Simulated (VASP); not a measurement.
# Au (Cmcm) in VASP: notebook

Runs on Au. Level: PBEsol. Tasks: single point.

Program: VASP 6.6.1. These are calculated values, not measurements. Logs are shortened: lines on timing, memory, paths and dates and some standing lists are left out, and cuts for length are marked.

### Step 1. The cell of the first run

The typed cell holds 2 atoms: a = 2.824 Å, b = 2.824 Å, c = 4.688 Å, α = 90.00°, β = 90.00°, γ = 120.03°.

This isn't the form of Au at room conditions, which is fcc.

### Step 2. Single point, PBEsol

INCAR

```
PREC     = Accurate       # precision mode
ENCUT    = 520            # plane-wave cutoff, eV
EDIFF    = 1E-6           # SCF threshold, eV
ISMEAR   = -1             # smearing method
SIGMA    = 0.05           # smearing width, eV
LREAL    = False          # projectors in reciprocal space
LASPH    = True           # aspherical terms in the spheres
NELM     = 60             # most SCF steps
ALGO     = Fast           # electronic algorithm
ISIF     = 2              # what is computed and relaxed
LWAVE    = False          # write WAVECAR
LCHARG   = False          # write CHGCAR
GGA      = PS             # functional
NBANDS   = 18             # bands
```

KPOINTS

```
Automatic mesh
0
Gamma
  11 11 6
```

POSCAR

```
Au
1.0
    1.4115264320     -2.4461272076      0.0000000000
    1.4115264320      2.4461272076      0.0000000000
    0.0000000000      0.0000000000      4.6878705361
Au
2
Direct
    0.3335537529      0.6664462471      0.2500000000
    0.6664462471      0.3335537529      0.7500000000
```

Potentials or basis: VASP PAW PBE potentials, release 64 (Au).

Launch:

```console
cat potpaw_PBE.64/Au/POTCAR > POTCAR
mpirun -np 1 vasp_std > vasp.out
```

OUTCAR:

```text
PREC = Accurate
   ENCUT = 520
   EDIFF = 1E-6
   ISMEAR = -1
   LREAL = False
   LASPH = True
   NELM = 60
   ISIF = 2
   GGA = PS

 ion  position               nearest neighbor table
   1  0.334  0.666  0.250-   2 2.85   2 2.85   2 2.86   2 2.86   2 2.86   2 2.86
   2  0.666  0.334  0.750-   1 2.85   1 2.85   1 2.86   1 2.86   1 2.86   1 2.86

  LATTYP: Found a base centered orthorhombic cell.
 ALAT       =     2.8230528640
 B/A-ratio  =     1.7329659241
 C/A-ratio  =     1.6605677477

  Lattice vectors:

 A1 = (   1.4115264320,  -2.4461272076,   0.0000000000)
 A2 = (   1.4115264320,   2.4461272076,   0.0000000000)
 A3 = (   0.0000000000,   0.0000000000,   4.6878705361)

Analysis of symmetry for initial positions (statically):
=====================================================================
 Subroutine PRICEL returns:
 Original cell was already a primitive cell.

 Routine SETGRP: Setting up the symmetry group for a
 base centered orthorhombic supercell.

 Subroutine GETGRP returns: Found  8 space group operations
 (whereof  4 operations were pure point group operations)
 out of a pool of  8 trial point group operations.

The static configuration has the point symmetry C_2h.
 The point group associated with its full space group is D_2h.

Analysis of symmetry for dynamics (positions and initial velocities):
=====================================================================
 Subroutine PRICEL returns:
 Original cell was already a primitive cell.

 Routine SETGRP: Setting up the symmetry group for a
 base centered orthorhombic supercell.

 Subroutine GETGRP returns: Found  8 space group operations
 (whereof  4 operations were pure point group operations)
 out of a pool of  8 trial point group operations.

The dynamic configuration has the point symmetry C_2h.
 The point group associated with its full space group is D_2h.

 Subroutine INISYM returns: Found  8 space group operations
 (whereof  4 operations are pure point group operations),
 and found     1 'primitive' translations

----------------------------------------------------------------------------------------

                                     Primitive cell

  volume of cell :      32.3723

  direct lattice vectors                    reciprocal lattice vectors
     1.411526432 -2.446127208  0.000000000     0.354226452 -0.204404742  0.000000000
     1.411526432  2.446127208  0.000000000     0.354226452  0.204404742  0.000000000
     0.000000000  0.000000000  4.687870536     0.000000000  0.000000000  0.213316471

  length of vectors
     2.824171593  2.824171593  4.687870536     0.408971488  0.408971488  0.213316471

  position of ions in fractional coordinates (direct lattice)
     0.333553753  0.666446247  0.250000000
     0.666446247  0.333553753  0.750000000

  ion indices of the primitive-cell ions
   primitive index   ion index
                 1           1
                 2           2

----------------------------------------------------------------------------------------

 KPOINTS: Automatic mesh

Automatic generation of k-mesh.
 Grid dimensions read from file:
 generate k-points for:   11   11    6

 Generating k-lattice:

  Cartesian coordinates                     Fractional coordinates (reciprocal lattice)
     0.032202405 -0.018582249  0.000000000     0.090909091  0.000000000  0.000000000
     0.032202405  0.018582249  0.000000000     0.000000000  0.090909091  0.000000000
     0.000000000  0.000000000  0.035552745     0.000000000  0.000000000  0.166666667

  Length of vectors
     0.037179226  0.037179226  0.035552745

  Shift w.r.t. Gamma in fractional coordinates (k-lattice)
     0.000000000  0.000000000  0.000000000

 Subroutine IBZKPT returns following result:
 ===========================================

 Found    144 irreducible k-points:

 Following reciprocal coordinates:
            Coordinates               Weight
  0.000000  0.000000  0.000000      1.000000
  0.090909  0.000000  0.000000      4.000000
  0.181818 -0.000000  0.000000      4.000000
  0.272727 -0.000000  0.000000      4.000000
  0.363636 -0.000000  0.000000      4.000000
  0.454545  0.000000  0.000000      4.000000
[... 16 lines left out ...]
 -0.272727  0.181818  0.000000      4.000000
 -0.181818  0.181818  0.000000      2.000000
 [... further k-points ...]
   k-points           NKPTS =    144   k-points in BZ     NKDIM =    144   number of bands    NBANDS=     18
   number of dos      NEDOS =    301   number of ions     NIONS =      2
   total plane-waves  NPLWV =  20736
   dimension x,y,z NGX =    24 NGY =   24 NGZ =   36
   dimension x,y,z NGXF=    48 NGYF=   48 NGZF=   72
   ions per type =               2
   NGX,Y,Z   is equivalent  to a cutoff of  14.13, 14.13, 12.77 a.u.
   NGXF,Y,Z  is equivalent  to a cutoff of  28.26, 28.26, 25.53 a.u.
 SYSTEM =  unknown system
   PREC   = accura    normal or accurate (medium, high low for compatibility)
   ISTART =      0    job   : 0-new  1-cont  2-samecut
   ICHARG =      2    charge: 1-file 2-atom 10-const
   ISPIN  =      1    spin polarized calculation?
   LNONCOLLINEAR =      F non collinear calculations
   LSORBIT =      F    spin-orbit coupling
   LASPH  =      T    aspherical Exc in radial PAW
   ENCUT  =  520.0 eV  38.22 Ry    6.18 a.u.   5.25  5.25  8.72*2*pi/ulx,y,z
   NELM   =     60;   NELMIN=  2; NELMDL= -5     # of ELM steps
   EDIFF  = 0.1E-05   stopping-criterion for ELM
   LREAL  =      F    real-space projection
[... 7 lines left out ...]
   TEBEG  =    0.0;   TEEND  =   0.0 temperature during run
   PSTRESS=    0.0 pullay stress
   NELECT =      22.0000    total number of electrons
   NUPDOWN=      -1.0000    fix difference up-down
   EMIN   =  10.00;   EMAX   =-10.00  energy-range for DOS
   EFERMI =   0.00;   METHOD = LEGACY
   ISMEAR =    -1;   SIGMA  =   0.05  broadening in eV -4-tet -1-fermi 0-gaus
   EFERMI_NEDOS =   21; number of points for ismear=-14 and -15
   IALGO  =     68    algorithm
   IMIX   =      4    mixing-type and parameters
     AMIX     =   0.40;   BMIX     =  1.00
     AMIX_MAG =   1.60;   BMIX_MAG =  1.00
  volume/ion in A,a.u.               =      16.19       109.23
  Fermi-wavevector in a.u.,A,eV,Ry     =   1.439322  2.719923 28.186464  2.071647
  Thomas-Fermi vector in A             =   2.558190
   LORBIT       =      0    0 simple, 1 ext, 2 COOP (PROOUT), +10 PAW based schemes
   GGA     = PS    functional components
   LHFCALC =     F    Hartree Fock is set to
   AEXX    =    0.0000 exact exchange contribution
   IVDW    =     0    specifies the selected vdW correction
   LEPSILON=     F    determine dielectric tensor
   LRPA    =     F    only Hartree local field effects (RPA)
 non-spin polarized calculation
 RMM-DIIS sequential band-by-band and
  energy-cutoff  :      520.00
  volume of cell :       32.37
 maximum number of plane-waves:       886
 NGX is ok and might be reduce to    24
   NGX = 11   NGY = 11   NGZ = 17

 number of electron      21.9999998 magnetization

 Free energy of the ion-electron system (eV)
  ---------------------------------------------------
  ext. energy  EPLUGINS =         0.00000000
  ---------------------------------------------------
  free energy    TOTEN  =        -7.79260049 eV

  energy without entropy =       -7.78583538  energy(sigma->0) =       -7.78921793

 E-fermi :  10.1280     XC(G=0): -13.1923

 val. band max:       10.1071766412   @ k =  -0.0909   0.0909   0.0000
 cond. band min:      10.1503258887   @ k =  -0.4545   0.2727   0.5000
 fundamental gap:      0.0431492474
 Fermi energy:        10.1279700413

 k-point     1 :       0.0000    0.0000    0.0000
  band No.  band energies     occupation
      1      -0.3199      2.00000
      2       2.2824      2.00000
      3       5.0630      2.00000
      4       5.3045      2.00000
      5       5.3136      2.00000
      6       5.6693      2.00000
[... 10 lines left out ...]
     17      28.9872      0.00000
     18      29.0148      0.00000

 k-point     2 :       0.0909    0.0000    0.0000
  band No.  band energies     occupation
      1      -0.0489      2.00000
      2       2.5051      2.00000
      3       4.9185      2.00000
      4       5.4271      2.00000
      5       5.4952      2.00000
      6       5.5836      2.00000
[... 10 lines left out ...]
     17      27.7055      0.00000
     18      28.1766      0.00000

 k-point     3 :       0.1818   -0.0000    0.0000
  band No.  band energies     occupation
      1       0.7112      2.00000
      2       3.0297      2.00000
      3       4.6690      2.00000
      4       5.2726      2.00000
      5       5.2834      2.00000
      6       5.8886      2.00000
[... 10 lines left out ...]
     17      26.7997      0.00000
     18      27.5473      0.00000

 k-point     4 :       0.2727   -0.0000    0.0000
  band No.  band energies     occupation
      1       1.7435      2.00000
      2       3.2691      2.00000
      3       4.3715      2.00000
      4       4.8177      2.00000
      5       5.1782      2.00000
      6       5.6535      2.00000
[... 10 lines left out ...]
     17      26.1335      0.00000
     18      27.2187      0.00000

 k-point     5 :       0.3636   -0.0000    0.0000
  band No.  band energies     occupation
      1       2.5421      2.00000
      2       3.0587      2.00000
      3       3.7309      2.00000
      4       5.2548      2.00000
      5       5.4063      2.00000
      6       5.6370      2.00000
[... 10 lines left out ...]
     17      23.6086      0.00000
     18      26.0086      0.00000

 k-point     6 :       0.4545    0.0000    0.0000
  band No.  band energies     occupation
      1       2.7980      2.00000
      2       2.8784      2.00000
      3       3.4030      2.00000
      4       5.2703      2.00000
      5       5.5370      2.00000
      6       5.7482      2.00000
[... 307 lines left out ...]
 k-point    21 :      -0.4545    0.1818    0.0000
  band No.  band energies     occupation
      1       3.2197      2.00000
      2       3.6919      2.00000
      3       3.7201      2.00000
      4       4.5631      2.00000
      5       5.0392      2.00000
      6       5.6407      2.00000
[... 10 lines left out ...]
     17      24.0114      0.00000
     18      25.0939      0.00000

 k-point    22 :      -0.3636    0.1818    0.0000
  band No.  band energies     occupation
      1       2.3876      2.00000
      2       3.8531      2.00000
      3       4.1581      2.00000
      4       4.1670      2.00000
      5       5.1928      2.00000
      6       5.3030      2.00000
[... 10 lines left out ...]
     17      26.1534      0.00000
     18      26.5577      0.00000

 k-point    23 :      -0.2727    0.1818    0.0000
  band No.  band energies     occupation
      1       1.3989      2.00000
      2       3.4017      2.00000
      3       4.4676      2.00000
      4       4.7315      2.00000
      5       5.2120      2.00000
      6       5.5573      2.00000
[... 10 lines left out ...]
     17      27.4580      0.00000
     18      27.7371      0.00000

 k-point    24 :      -0.1818    0.1818    0.0000
  band No.  band energies     occupation
      1       0.7105      2.00000
      2       3.0293      2.00000
      3       4.6649      2.00000
      4       5.2737      2.00000
      5       5.2779      2.00000
      6       5.8903      2.00000
[... 10 lines left out ...]
     17      26.8022      0.00000
     18      27.5367      0.00000

 [... further k-points ...]
[... 5 lines left out ...]
  --------------------------------------------------------------------------------------
  -------------------------------------------------------------------------------------
  Total        1.9744014      1.9688415      1.9661350      0.0000000      0.0000000      0.0000000
  in kB       97.7175084     97.4423353     97.3083825      0.0000000      0.0000000      0.0000000
  external PRESSURE =      97.4894087 kB  Pullay stress =       0.0000000 kB

 VOLUME and BASIS-vectors are now :
 -----------------------------------------------------------------------------
  energy-cutoff  :      520.00
  volume of cell :       32.37
      direct lattice vectors                 reciprocal lattice vectors
     1.411526432 -2.446127208  0.000000000     0.354226452 -0.204404742  0.000000000
     1.411526432  2.446127208  0.000000000     0.354226452  0.204404742  0.000000000
     0.000000000  0.000000000  4.687870536     0.000000000  0.000000000  0.213316471

 POSITION                                       TOTAL-FORCE (eV/Angst)
 -----------------------------------------------------------------------------------
      1.41153      0.81430      1.17197         0.000000      0.000512      0.000000
      1.41153     -0.81430      3.51590         0.000000     -0.000512      0.000000
 -----------------------------------------------------------------------------------
    total drift:                               -0.000000     -0.000000      0.000000

  FREE ENERGIE OF THE ION-ELECTRON SYSTEM (eV)
  ---------------------------------------------------
  free  energy   TOTEN  =        -7.7926004870 eV

  energy  without entropy=       -7.7858353759  energy(sigma->0) =       -7.78921793
```

Wall time 24 s (1 thread of Intel Xeon 6975P-C (Granite Rapids), shared host); peak memory 0.2 GiB.

Results:

```
Free energy            : -7.7926 eV
Pressure               : 9.7 GPa
Band gap on the k mesh : zero (bands 11 and 12 overlap by 6.59 eV)
```

Levels at points of the mesh, in eV from the Fermi level:
```tsv
k point	band 8	band 9	band 10	band 11	band 12	band 13	band 14	band 15
(0.00, 0.00, 0.00)	-3.78	-3.77	-2.21	-2.21	-1.36	3.11	14.47	15.92
(0.00, 0.00, 0.50)	-4.87	-2.72	-2.72	-2.71	-2.71	11.23	11.23	14.82
```

Caveat: the cell stands under pressure; the PAW data sets were made with another functional, which shifts forces and pressure a little; spin-orbit coupling is left out, which moves the levels of the heavy elements.

### Step 3. Single point, PBEsol

This run uses another cell than the first one, of 16.57 Å³/atom.

INCAR

```
SYSTEM = Au
ALGO     = Normal         ! electronic algorithm
EDIFF    = 1E-7           ! SCF threshold, eV
ENCUT    = 520            ! plane-wave cutoff, eV
GGA      = PS             ! functional
ISIF     = 2              ! what is computed and relaxed
ISMEAR   = -1             ! smearing method
LASPH    = .True.         ! aspherical terms in the spheres
LCHARG   = .False.        ! write CHGCAR
LREAL    = .False.        ! projectors in reciprocal space
LWAVE    = .False.        ! write WAVECAR
NBANDS   = 18             ! bands
NELM     = 60             ! most SCF steps
PREC     = Accurate       ! precision mode
SIGMA    = 0.05           ! smearing width, eV
```

KPOINTS

```
k-points
0
Gamma
  11 11 6
  0 0 0
```

POSCAR

```
Au
1.0
    1.4220888966     -2.4645638731      0.0000000000
    1.4220888966      2.4645638731      0.0000000000
    0.0000000000      0.0000000000      4.7276868936
Au
2
Direct
    0.3335925924      0.6664074076      0.2500000000
    0.6664074076      0.3335925924      0.7500000000
```

Potentials or basis: VASP PAW PBE potentials, release 64 (Au).

Launch:

```console
cat potpaw_PBE.64/Au/POTCAR > POTCAR
mpirun -np 1 vasp_std > vasp.out
```

It took 22 s on 1 thread of Intel Xeon 6975P-C (Granite Rapids), shared host; peak memory 0.2 GiB.

Results (log left out):

- Free energy: -7.8274 eV
- Pressure: 4.7 GPa
- Band gap on the k mesh: zero (bands 11 and 12 overlap by 6.47 eV)

Levels at points of the mesh, in eV from the Fermi level:
| k point | band 8 | band 9 | band 10 | band 11 | band 12 | band 13 | band 14 | band 15 |
| --- | --- | --- | --- | --- | --- | --- | --- | --- |
| (0.00, 0.00, 0.00) | -3.69 | -3.68 | -2.19 | -2.18 | -1.26 | 2.97 | 14.50 | 15.90 |
| (0.00, 0.00, 0.50) | -4.74 | -2.67 | -2.67 | -2.67 | -2.67 | 11.05 | 11.05 | 14.83 |

Caveat: the cell stands under pressure; the PAW data sets were made with another functional, which shifts forces and pressure a little; spin-orbit coupling is left out, which moves the levels of the heavy elements.

The gap in the log of VASP goes by the Fermi energy; the results here count the filled bands.